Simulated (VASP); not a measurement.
Pd: single point with BLYP+D4

Pd:

```
Pd
1.0
     0.00000    1.97211    1.97211
     1.97211    0.00000    1.97211
     1.97211    1.97211    0.00000
Pd
1
Direct
  0.00000 0.00000 0.00000
```

```yaml
Program: VASP 6.6.1
Task: single point
Functional: BLYP
Dispersion: D4
Potentials_or_basis: VASP PAW PBE potentials, release 64 (Pd)
Cutoff: 520 eV
k_mesh: 12 × 12 × 12
Occupations: fermi-dirac, width 0.05 eV
Spin: no spin polarisation
```

```
Pressure                   : 0.8 GPa
Band gap on the k mesh     : zero (band 5 reaches 9.90 eV, above the bottom of band 6 at 8.40 eV)
Dispersion energy per atom : -0.911 eV
```

Levels at points of the mesh, in eV from the Fermi level:
```
           k point  band 1  band 2  band 3  band 4  band 5  band 6  band 7  band 8  band 9  band 10
(0.00, 0.00, 0.00)   -6.65   -2.65   -2.65   -2.65   -1.15   -1.15   17.52   21.89   21.89    21.89
(0.50, 0.00, 0.00)   -4.93   -2.70   -2.70   -0.01   -0.01    1.38    7.07   16.90   20.75    20.75
(0.50, 0.50, 0.00)   -4.99   -4.75   -0.05    0.29    0.29    3.57   10.47   13.11   13.11    21.27
```

It took 9.7 s on 1 thread of Intel(R) Xeon(R) Platinum 8488C (Sapphire Rapids), on a shared host, peak memory 0.14 GiB.

Caveat: the PAW data sets were made with another functional, which shifts forces and pressure a little; pairwise dispersion overbinds metals, which lowers pressure and volume.
